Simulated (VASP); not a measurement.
# Ti (Fm-3m) in VASP: notebook

The runs below take Ti through single point, with LDA.

Program: VASP 6.6.1. These are calculated values, not measurements. Logs are shortened: lines on timing, memory, paths and dates and some standing lists are left out, and cuts for length are marked.

## (1) The cell of the first run

The structure is cubic, space group Fm-3m (No. 225). Conventional cell: a = 3.891 Å, b = 3.891 Å, c = 3.891 Å, α = 90.00°, β = 90.00°, γ = 90.00°. Within 3.6 Å of Ti (site symmetry m-3m) lie 12 Ti at 2.75 Å.

## (2) Single point, LDA

INCAR reads:

```
PREC = Accurate
ENCUT = 520
EDIFF = 1E-6
ISMEAR = 0
SIGMA = 0.2
LREAL = False
LASPH = True
NELM = 60
ALGO = Normal
ISIF = 2
LWAVE = False
LCHARG = True
LELF = True
LVHAR = True
NBANDS = 12
```

KPOINTS reads:

```
regular mesh
0
Gamma
  10 10 10
```

POSCAR reads:

```
Ti
1.0
    0.0000000000      1.9453164620      1.9453164620
    1.9453164620      0.0000000000      1.9453164620
    1.9453164620      1.9453164620      0.0000000000
Ti
1
Direct
    0.0000000000      0.0000000000      0.0000000000
```

Potentials or basis: VASP PAW LDA potentials, release 64 (Ti_sv).

The run is started by

```sh
$ cat potpaw_LDA.64/Ti_sv/POTCAR > POTCAR
$ mpirun -np 1 vasp_std > vasp.out
```

OUTCAR:

```text
PREC = Accurate
   ENCUT = 520
   EDIFF = 1E-6
   ISMEAR = 0
   LREAL = False
   LASPH = True
   NELM = 60
   ISIF = 2

 ion  position               nearest neighbor table
   1  0.000  0.000  0.000-

  LATTYP: Found a face centered cubic cell.
 ALAT       =     3.8906329240

  Lattice vectors:

 A1 = (   0.0000000000,   1.9453164620,   1.9453164620)
 A2 = (   1.9453164620,   0.0000000000,   1.9453164620)
 A3 = (   1.9453164620,   1.9453164620,   0.0000000000)

Analysis of symmetry for initial positions (statically):
=====================================================================
 Subroutine PRICEL returns:
 Original cell was already a primitive cell.

 Routine SETGRP: Setting up the symmetry group for a
 face centered cubic supercell.

 Subroutine GETGRP returns: Found 48 space group operations
 (whereof 48 operations were pure point group operations)
 out of a pool of 48 trial point group operations.

The static configuration has the point symmetry O_h .

Analysis of symmetry for dynamics (positions and initial velocities):
=====================================================================
 Subroutine PRICEL returns:
 Original cell was already a primitive cell.

 Routine SETGRP: Setting up the symmetry group for a
 face centered cubic supercell.

 Subroutine GETGRP returns: Found 48 space group operations
 (whereof 48 operations were pure point group operations)
 out of a pool of 48 trial point group operations.

The dynamic configuration has the point symmetry O_h .

 Subroutine INISYM returns: Found 48 space group operations
 (whereof 48 operations are pure point group operations),
 and found     1 'primitive' translations

----------------------------------------------------------------------------------------

                                     Primitive cell

  volume of cell :      14.7232

  direct lattice vectors                    reciprocal lattice vectors
     0.000000000  1.945316462  1.945316462    -0.257027589  0.257027589  0.257027589
     1.945316462  0.000000000  1.945316462     0.257027589 -0.257027589  0.257027589
     1.945316462  1.945316462  0.000000000     0.257027589  0.257027589 -0.257027589

  length of vectors
     2.751092924  2.751092924  2.751092924     0.445184843  0.445184843  0.445184843

  position of ions in fractional coordinates (direct lattice)
     0.000000000  0.000000000  0.000000000

  ion indices of the primitive-cell ions
   primitive index   ion index
                 1           1

----------------------------------------------------------------------------------------

 KPOINTS: regular mesh

Automatic generation of k-mesh.
 Grid dimensions read from file:
 generate k-points for:   10   10   10

 Generating k-lattice:

  Cartesian coordinates                     Fractional coordinates (reciprocal lattice)
    -0.025702759  0.025702759  0.025702759     0.100000000  0.000000000  0.000000000
     0.025702759 -0.025702759  0.025702759     0.000000000  0.100000000  0.000000000
     0.025702759  0.025702759 -0.025702759     0.000000000  0.000000000  0.100000000

  Length of vectors
     0.044518484  0.044518484  0.044518484

  Shift w.r.t. Gamma in fractional coordinates (k-lattice)
     0.000000000  0.000000000  0.000000000

 Subroutine IBZKPT returns following result:
 ===========================================

 Found     47 irreducible k-points:

 Following reciprocal coordinates:
            Coordinates               Weight
  0.000000  0.000000  0.000000      1.000000
  0.100000  0.000000  0.000000      8.000000
  0.200000  0.000000  0.000000      8.000000
  0.300000  0.000000  0.000000      8.000000
  0.400000  0.000000  0.000000      8.000000
  0.500000  0.000000  0.000000      4.000000
[... 16 lines left out ...]
  0.300000  0.300000  0.000000      6.000000
  0.400000  0.300000  0.000000     24.000000
 [... further k-points ...]
   k-points           NKPTS =     47   k-points in BZ     NKDIM =     47   number of bands    NBANDS=     12
   number of dos      NEDOS =    301   number of ions     NIONS =      1
   total plane-waves  NPLWV =   8000
   dimension x,y,z NGX =    20 NGY =   20 NGZ =   20
   dimension x,y,z NGXF=    40 NGYF=   40 NGZF=   40
   ions per type =               1
   NGX,Y,Z   is equivalent  to a cutoff of  12.09, 12.09, 12.09 a.u.
   NGXF,Y,Z  is equivalent  to a cutoff of  24.17, 24.17, 24.17 a.u.
 SYSTEM =  unknown system
   PREC   = accura    normal or accurate (medium, high low for compatibility)
   ISTART =      0    job   : 0-new  1-cont  2-samecut
   ICHARG =      2    charge: 1-file 2-atom 10-const
   ISPIN  =      1    spin polarized calculation?
   LNONCOLLINEAR =      F non collinear calculations
   LSORBIT =      F    spin-orbit coupling
   LASPH  =      T    aspherical Exc in radial PAW
   ENCUT  =  520.0 eV  38.22 Ry    6.18 a.u.   5.12  5.12  5.12*2*pi/ulx,y,z
   NELM   =     60;   NELMIN=  2; NELMDL= -5     # of ELM steps
   EDIFF  = 0.1E-05   stopping-criterion for ELM
   LREAL  =      F    real-space projection
   EDIFFG = 0.1E-04   stopping-criterion for IOM
   NSW    =      0    number of steps for IOM
   IBRION =     -1    ionic relax: 0-MD 1-quasi-New 2-CG
   NFREE  =      0    steps in history (QN), initial steepest desc. (CG)
   ISIF   =      2    stress and relaxation
   ISYM   =      2    0-nonsym 1-usesym 2-fastsym
   POTIM  = 0.5000    time-step for ionic-motion
   TEBEG  =    0.0;   TEEND  =   0.0 temperature during run
   PSTRESS=    0.0 pullay stress
   NELECT =      12.0000    total number of electrons
   NUPDOWN=      -1.0000    fix difference up-down
   EMIN   =  10.00;   EMAX   =-10.00  energy-range for DOS
   EFERMI =   0.00;   METHOD = LEGACY
   ISMEAR =     0;   SIGMA  =   0.20  broadening in eV -4-tet -1-fermi 0-gaus
   EFERMI_NEDOS =   21; number of points for ismear=-14 and -15
   IALGO  =     38    algorithm
   IMIX   =      4    mixing-type and parameters
     AMIX     =   0.40;   BMIX     =  1.00
     AMIX_MAG =   1.60;   BMIX_MAG =  1.00
  volume/ion in A,a.u.               =      14.72        99.36
  Fermi-wavevector in a.u.,A,eV,Ry     =   1.529214  2.889796 31.817170  2.338496
  Thomas-Fermi vector in A             =   2.636866
   LORBIT       =      0    0 simple, 1 ext, 2 COOP (PROOUT), +10 PAW based schemes
   GGA     = CA    functional components
   LHFCALC =     F    Hartree Fock is set to
   AEXX    =    0.0000 exact exchange contribution
   IVDW    =     0    specifies the selected vdW correction
   LEPSILON=     F    determine dielectric tensor
   LRPA    =     F    only Hartree local field effects (RPA)
 non-spin polarized calculation
 Gauss-broadening in eV      SIGMA  =   0.20
  energy-cutoff  :      520.00
  volume of cell :       14.72
 maximum number of plane-waves:       411
   NGX = 11   NGY = 11   NGZ = 11

 number of electron      12.0000002 magnetization

 Free energy of the ion-electron system (eV)
  ---------------------------------------------------
  ext. energy  EPLUGINS =         0.00000000
  ---------------------------------------------------
  free energy    TOTEN  =        -8.46982402 eV

  energy without entropy =       -8.44238125  energy(sigma->0) =       -8.45610263

 E-fermi :   9.8653     XC(G=0): -12.5972

 val. band max:        9.7965159615   @ k =   0.4000   0.1000   0.0000
 cond. band min:       9.8802107329   @ k =  -0.3000   0.2000   0.0000
 fundamental gap:      0.0836947715
 Fermi energy:         9.8652757772

 k-point     1 :       0.0000    0.0000    0.0000
  band No.  band energies     occupation
      1     -45.9302      2.00000
      2     -21.8963      2.00000
      3     -21.8963      2.00000
      4     -21.8963      2.00000
      5       3.5101      2.00000
      6      10.7849      0.00000
      7      10.7849      0.00000
      8      10.7849      0.00000
      9      12.8013      0.00000
     10      12.8013      0.00000
     11      26.1205      0.00000
     12      31.3528      0.00000

 k-point     2 :       0.1000    0.0000    0.0000
  band No.  band energies     occupation
      1     -45.9069      2.00000
      2     -22.0130      2.00000
      3     -21.9101      2.00000
      4     -21.9101      2.00000
      5       3.8862      2.00000
      6      10.5496      0.00000
      7      10.9213      0.00000
      8      10.9213      0.00000
      9      12.7128      0.00000
     10      12.7128      0.00000
     11      26.5145      0.00000
     12      29.2608      0.00000

 k-point     3 :       0.2000    0.0000    0.0000
  band No.  band energies     occupation
      1     -45.8456      2.00000
      2     -22.3126      2.00000
      3     -21.9463      2.00000
      4     -21.9463      2.00000
      5       4.8945      2.00000
      6      10.0687      0.15035
      7      11.1167      0.00000
      8      11.1167      0.00000
      9      12.7037      0.00000
     10      12.7037      0.00000
     11      26.0238      0.00000
     12      27.3526      0.00000
[... 286 lines left out ...]
 k-point    23 :       0.3000    0.3000    0.0000
  band No.  band energies     occupation
      1     -45.7159      2.00000
      2     -22.6292      2.00000
      3     -22.1602      2.00000
      4     -22.1602      2.00000
      5       6.5967      2.00000
      6       8.5281      2.00000
      7      11.2052      0.00000
      8      12.8056      0.00000
      9      12.8056      0.00000
     10      13.6551      0.00000
     11      26.2842      0.00000
     12      26.6500      0.00000

 k-point    24 :       0.4000    0.3000    0.0000
  band No.  band energies     occupation
      1     -45.6663      2.00000
      2     -22.7777      2.00000
      3     -22.2427      2.00000
      4     -22.2043      2.00000
      5       7.0079      2.00000
      6       8.2626      2.00000
      7      11.1738      0.00000
      8      12.9610      0.00000
      9      14.0233      0.00000
     10      14.1018      0.00000
     11      24.0226      0.00000
     12      25.3655      0.00000

 [... further k-points ...]
[... 5 lines left out ...]
  --------------------------------------------------------------------------------------
  -------------------------------------------------------------------------------------
  Total        1.0846959      1.0846959      1.0846959      0.0000000      0.0000000     -0.0000000
  in kB      118.0369040    118.0369040    118.0369040      0.0000000      0.0000000     -0.0000000
  external PRESSURE =     118.0369040 kB  Pullay stress =       0.0000000 kB

 VOLUME and BASIS-vectors are now :
 -----------------------------------------------------------------------------
  energy-cutoff  :      520.00
  volume of cell :       14.72
      direct lattice vectors                 reciprocal lattice vectors
     0.000000000  1.945316462  1.945316462    -0.257027589  0.257027589  0.257027589
     1.945316462  0.000000000  1.945316462     0.257027589 -0.257027589  0.257027589
     1.945316462  1.945316462  0.000000000     0.257027589  0.257027589 -0.257027589

 POSITION                                       TOTAL-FORCE (eV/Angst)
 -----------------------------------------------------------------------------------
      0.00000      0.00000      0.00000        -0.000000     -0.000000     -0.000000
 -----------------------------------------------------------------------------------
    total drift:                               -0.000000     -0.000000     -0.000000

  FREE ENERGIE OF THE ION-ELECTRON SYSTEM (eV)
  ---------------------------------------------------
  free  energy   TOTEN  =        -8.4698240222 eV

  energy  without entropy=       -8.4423812469  energy(sigma->0) =       -8.45610263
```

Wall time 10 s (1 thread of AMD EPYC 7R43 (Zen 3), shared host); peak memory 0.08 GiB.

What came out:

- Free energy: -8.4698 eV
- Pressure: 11.8 GPa
- Band gap on the k mesh: zero (band 6 reaches 10.78 eV, above the bottom of band 7 at 9.57 eV)

## (3) Single point, LDA

This run uses another cell than the first one, of 15.39 Å³/atom, 1.045 times its volume.

INCAR reads:

```
PREC = Accurate
ENCUT = 520
EDIFF = 1E-7
ISMEAR = 0
SIGMA = 0.2
LREAL = F
LASPH = T
NELM = 60
ALGO = Normal
ISIF = 2
LWAVE = F
LCHARG = T
GGA = CA
LELF = T
LVHAR = T
NBANDS = 12
```

KPOINTS is that of step 2.

POSCAR reads:

```
Ti
1.0
    0.0000000000      1.9743553172      1.9743553172
    1.9743553172      0.0000000000      1.9743553172
    1.9743553172      1.9743553172      0.0000000000
Ti
1
Direct
    0.0000000000      0.0000000000      0.0000000000
```

Potentials or basis: VASP PAW LDA potentials, release 64 (Ti_sv).

The run is started by

```sh
$ cat potpaw_LDA.64/Ti_sv/POTCAR > POTCAR
$ mpirun -np 1 vasp_std > vasp.out
```

Wall time 14 s (1 thread of AMD EPYC 7R43 (Zen 3), shared host); peak memory 0.09 GiB.

The run converged. Its results:

```yaml
Free_energy: -8.5050 eV
Pressure: 5.1 GPa
Band_gap_on_the_k_mesh: zero (band 6 reaches 10.24 eV, above the bottom of band 7 at 9.05 eV)
```

Levels at points of the mesh, in eV from the Fermi level:
```
           k point  band 3  band 4  band 5  band 6  band 7  band 8  band 9  band 10
(0.00, 0.00, 0.00)  -31.90  -31.90   -6.28    0.90    0.90    0.90    2.80     2.80
(0.50, 0.00, 0.00)  -32.02  -32.02   -2.88    0.74    0.74    1.09    4.10     4.10
(0.50, 0.50, 0.00)  -32.25  -32.25   -3.04   -2.09    3.53    4.07    4.45     4.45
```

## (4) Single point, LDA

This run uses another cell than the first one, of 16.06 Å³/atom, 1.091 times its volume.

INCAR reads:

```
SYSTEM = Ti
ALGO = Normal
EDIFF = 1E-7
ENCUT = 520
ISIF = 2
ISMEAR = 0
LASPH = .True.
LCHARG = .False.
LREAL = .False.
LWAVE = .False.
NBANDS = 12
NELM = 60
PREC = Accurate
SIGMA = 0.2
```

KPOINTS reads:

```
k-points
0
Gamma
  10 10 10
  0 0 0
```

POSCAR reads:

```
Ti
1.0
    0.0000000000      2.0025642044      2.0025642044
    2.0025642044      0.0000000000      2.0025642044
    2.0025642044      2.0025642044      0.0000000000
Ti
1
Direct
    0.0000000000      0.0000000000      0.0000000000
```

Potentials or basis: VASP PAW LDA potentials, release 64 (Ti_sv).

The run is started by

```sh
$ cat potpaw_LDA.64/Ti_sv/POTCAR > POTCAR
$ mpirun -np 1 vasp_std > vasp.out
```

OUTCAR:

```text
SYSTEM = Ti
   EDIFF = 1E-7
   ENCUT = 520
   ISIF = 2
   ISMEAR = 0
   LASPH = .True.
   LREAL = .False.
   NELM = 60
   PREC = Accurate

 ion  position               nearest neighbor table
   1  0.000  0.000  0.000-

  LATTYP: Found a face centered cubic cell.
 ALAT       =     4.0051284088

  Lattice vectors:

 A1 = (   0.0000000000,   2.0025642044,   2.0025642044)
 A2 = (   2.0025642044,   0.0000000000,   2.0025642044)
 A3 = (   2.0025642044,   2.0025642044,   0.0000000000)

Analysis of symmetry for initial positions (statically):
=====================================================================
 Subroutine PRICEL returns:
 Original cell was already a primitive cell.

 Routine SETGRP: Setting up the symmetry group for a
 face centered cubic supercell.

 Subroutine GETGRP returns: Found 48 space group operations
 (whereof 48 operations were pure point group operations)
 out of a pool of 48 trial point group operations.

The static configuration has the point symmetry O_h .

Analysis of symmetry for dynamics (positions and initial velocities):
=====================================================================
 Subroutine PRICEL returns:
 Original cell was already a primitive cell.

[... 159 lines left out ...]
 Fermi energy:         8.8462047216

 k-point     1 :       0.0000    0.0000    0.0000
  band No.  band energies     occupation
      1     -47.0532      2.00000
      2     -23.1757      2.00000
      3     -23.1757      2.00000
      4     -23.1757      2.00000
      5       2.6509      2.00000
      6       9.7322      0.00000
      7       9.7322      0.00000
      8       9.7322      0.00000
      9      11.5215      0.00000
     10      11.5215      0.00000
     11      24.6207      0.00000
     12      29.3992      0.00000
[... 331 lines left out ...]
 k-point    24 :       0.4000    0.3000    0.0000
  band No.  band energies     occupation
      1     -46.8651      2.00000
      2     -23.8489      2.00000
      3     -23.4420      2.00000
      4     -23.4133      2.00000
      5       6.1623      2.00000
      6       7.4668      2.00000
      7       9.9534      0.00000
      8      11.6674      0.00000
      9      12.5847      0.00000
     10      12.6747      0.00000
     11      21.9816      0.00000
     12      23.2571      0.00000

 [... further k-points ...]
[... 5 lines left out ...]
  --------------------------------------------------------------------------------------
  -------------------------------------------------------------------------------------
  Total       -0.0364453     -0.0364453     -0.0364453      0.0000000      0.0000000     -0.0000000
  in kB       -3.6354907     -3.6354907     -3.6354907      0.0000000      0.0000000     -0.0000000
  external PRESSURE =      -3.6354907 kB  Pullay stress =       0.0000000 kB

 VOLUME and BASIS-vectors are now :
 -----------------------------------------------------------------------------
  energy-cutoff  :      520.00
  volume of cell :       16.06
      direct lattice vectors                 reciprocal lattice vectors
     0.000000000  2.002564204  2.002564204    -0.249679885  0.249679885  0.249679885
     2.002564204  0.000000000  2.002564204     0.249679885 -0.249679885  0.249679885
     2.002564204  2.002564204  0.000000000     0.249679885  0.249679885 -0.249679885

 POSITION                                       TOTAL-FORCE (eV/Angst)
 -----------------------------------------------------------------------------------
      0.00000      0.00000      0.00000         0.000000      0.000000     -0.000000
 -----------------------------------------------------------------------------------
    total drift:                                0.000000     -0.000000     -0.000000

  FREE ENERGIE OF THE ION-ELECTRON SYSTEM (eV)
  ---------------------------------------------------
  free  energy   TOTEN  =        -8.5149074595 eV

  energy  without entropy=       -8.4838355796  energy(sigma->0) =       -8.49937152
```

stdout:

```text
POSCAR found type information on POSCAR Ti
 POSCAR found :  1 types and       1 ions
 scaLAPACK will be used
 LDA part: xc-table for (Slater(with rela. corr.)+CA(PZ))
 , standard interpolation
 POSCAR, INCAR and KPOINTS ok, starting setup
 FFT: planning ... GRIDC
 FFT: planning ... GRID_SOFT
 FFT: planning ... GRID
 WAVECAR not read
 entering main loop
```

Run time: 17 s. Hardware: 1 thread of AMD EPYC 7R43 (Zen 3), shared host; peak memory 0.1 GiB.

What came out:

| Item | Value |
| --- | --- |
| Free energy | -8.5149 eV |
| Pressure | -0.4 GPa |
| Band gap on the k mesh | zero (band 6 reaches 9.73 eV, above the bottom of band 7 at 8.57 eV) |

Levels at points of the mesh, in eV from the Fermi level:
```csv
k point,band 3,band 4,band 5,band 6,band 7,band 8,band 9,band 10
"(0.00, 0.00, 0.00)",-32.02,-32.02,-6.20,0.89,0.89,0.89,2.68,2.68
"(0.50, 0.00, 0.00)",-32.13,-32.13,-2.77,0.74,0.74,0.95,3.90,3.90
"(0.50, 0.50, 0.00)",-32.33,-32.33,-2.87,-1.96,3.29,3.87,4.23,4.23
```

(Continued in part 2 of 2.)
